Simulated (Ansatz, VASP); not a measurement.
# Ir in VASP and in Ansatz

```
Ir
1.0
     0.00000    1.93514    1.93514
     1.93514    0.00000    1.93514
     1.93514    1.93514    0.00000
Ir
1
Direct
  0.00000 0.00000 0.00000
```

Alike in both runs: functional PBE; k mesh 18 × 18 × 18; occupations gaussian, width 0.1 eV; no spin polarisation.

Ansatz relaxed the structure, and its values are those at the end. VASP's run is a single point on that final structure, the one shown.

```csv
,VASP,Ansatz
version,VASP 6.6.1,Ansatz 0.2.0
potentials or method,"VASP PAW PBE potentials, release 64 (Ir), cutoff 500 eV","scalar-relativistic, plane waves, PAW"
valence electrons in the cell,9,17
```

VASP gave:

| Quantity | Value |
| --- | --- |
| gap on the k mesh at the Fermi level (eV) | none |
| pressure (GPa) | 0.6 |

Question: What did Ansatz give for the same quantities?

Answer: gap on the k mesh at the Fermi level (eV): none; pressure (GPa): 0.0.

A gap of «none» marks a metal or a gap that the smearing closes. VASP's potentials hold 9 valence electrons a cell and Ansatz's 17, so a difference there can come from the potentials and not from the codes.

Neither program's run includes spin-orbit coupling.
